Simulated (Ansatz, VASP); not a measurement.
**MgO: VASP beside Ansatz**

The input INCAR:

```
PREC = Accurate
ENCUT = 520
EDIFF = 1E-6
ISMEAR = 0
SIGMA = 0.05
LREAL = False
LASPH = True
NELM = 80
ALGO = Normal
ISIF = 2
LWAVE = False
LCHARG = False
GGA = PS
NBANDS = 11
```

File KPOINTS:

```
regular mesh
0
Gamma
  10 10 10
```

Contents of POSCAR:

```
MgO
1.0
    0.0000000000      2.0901029176      2.0901029176
    2.0901029176      0.0000000000      2.0901029176
    2.0901029176      2.0901029176      0.0000000000
Mg O
1 1
Direct
    0.0063090101      0.0063090101     -0.0063090101
    0.4904156203      0.4904156203      0.5095843797
```

Input for Ansatz:

```yaml
crystal:
  lattice:
    - [0.0, 2.0901029176, 2.0901029176]
    - [2.0901029176, 0.0, 2.0901029176]
    - [2.0901029176, 2.0901029176, 0.0]
  atoms:
    - { symbol: Mg, position: [0.0063090101, 0.0063090101, -0.0063090101] }
    - { symbol: O, position: [0.4904156203, 0.4904156203, 0.5095843797] }
basis:
  ecutwfc: 520.0
kpoints:
  mp_grid: { grid: [10, 10, 10] }
hamiltonian:
  xc: pbesol
  pseudopotentials: { kind: paw, azcp: { folder: soft_1 } }
scf:
  occupations: { method: gaussian, width: 0.05 }
output:
  forces: true
  stress: true
  eigenvalues: true
```

Change from the starting cell: mode 6 frozen in at -0.040 Å, equal normal strain along x, y and z -0.0083.

Alike in both runs: task single point; functional PBEsol; k mesh 10 × 10 × 10; occupations gaussian, width 0.05 eV; no spin polarisation.

|  | VASP | Ansatz |
| --- | --- | --- |
| version | VASP 6.6.1 | Ansatz 0.2.0 |
| potentials or method | VASP PAW PBE potentials, release 64 (Mg, O), cutoff 520 eV | scalar-relativistic, plane waves, PAW |
| valence electrons in the cell | 8 | 16 |

|  | VASP | Ansatz | Ansatz less VASP |
| --- | --- | --- | --- |
| gap on the k mesh at the Fermi level (eV) | 4.86 | 4.86 | +0.005 |
| least direct gap on the mesh (eV) | 4.86 | 4.86 | +0.005 |
| pressure (GPa) | 4.0 | 4.6 | +0.58 |
| traceless stress, the component that is largest in VASP (GPa) | 1.17 | 1.15 | -0.025 |
| rms of the force components (eV/Å) | 0.239 | 0.236 | -0.0031 |

VASP's potentials were made for PBE, not for PBEsol, and Ansatz warns of the same on its side. Atom by atom the forces differ by 0.003 eV/Å (rms over components). The functional is the same, so the differences come from potentials, cutoffs and numerics. VASP's potentials hold 8 valence electrons a cell and Ansatz's 16, so a difference there can come from the potentials and not from the codes.
